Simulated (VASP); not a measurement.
Wanted: the native input for a VASP 6.6.1 run.

```yaml
Task: single point
Functional: PBE exchange alone
Potentials_or_basis: VASP PAW PBE potentials, release 64 (Pb_d, Te)
Cutoff: 520 eV
k_mesh: 7 × 7 × 7
Occupations: fermi-dirac, width 0.05 eV
Spin: no spin polarisation
Dipole_correction: no
Further_INCAR_settings: ALGO = Normal; EDIFF = 1e-06; NBANDS = 17
```

The structure of TePb lies in POSCAR:

```
TePb
1.0
    0.0000000000      3.1650427173      3.1650427173
    3.1650427173      0.0000000000      3.1650427173
    3.1650427173      3.1650427173      0.0000000000
Pb Te
1 1
Direct
    0.0000000000      0.0000000000      0.0000000000
    0.5000000000      0.5000000000      0.5000000000
```

These files were run (other wordings do the same):

INCAR

```
SYSTEM = TePb
PREC = Accurate
ENCUT = 520
EDIFF = 1E-6
ISMEAR = -1
SIGMA = 0.05
LREAL = .False.
LASPH = .True.
NELM = 80
ALGO = Normal
ISIF = 2
LWAVE = .False.
LCHARG = .False.
GGA = PE
ALDAC = 0.0
AGGAC = 0.0
NBANDS = 17
```

KPOINTS

```
Automatic mesh
0
Gamma
  7 7 7
  0 0 0
```

Potentials or basis: VASP PAW PBE potentials, release 64 (Pb_d, Te).

Run with:

```sh
$ cat potpaw_PBE.64/Pb_d/POTCAR potpaw_PBE.64/Te/POTCAR > POTCAR
$ mpirun -np 1 vasp_std > vasp.out
```

Results of the run:

- Pressure: 14.6 GPa

It took 10 s on 1 thread of Intel(R) Xeon(R) 6975P-C (Granite Rapids) (shared host), peak memory 0.2 GiB.
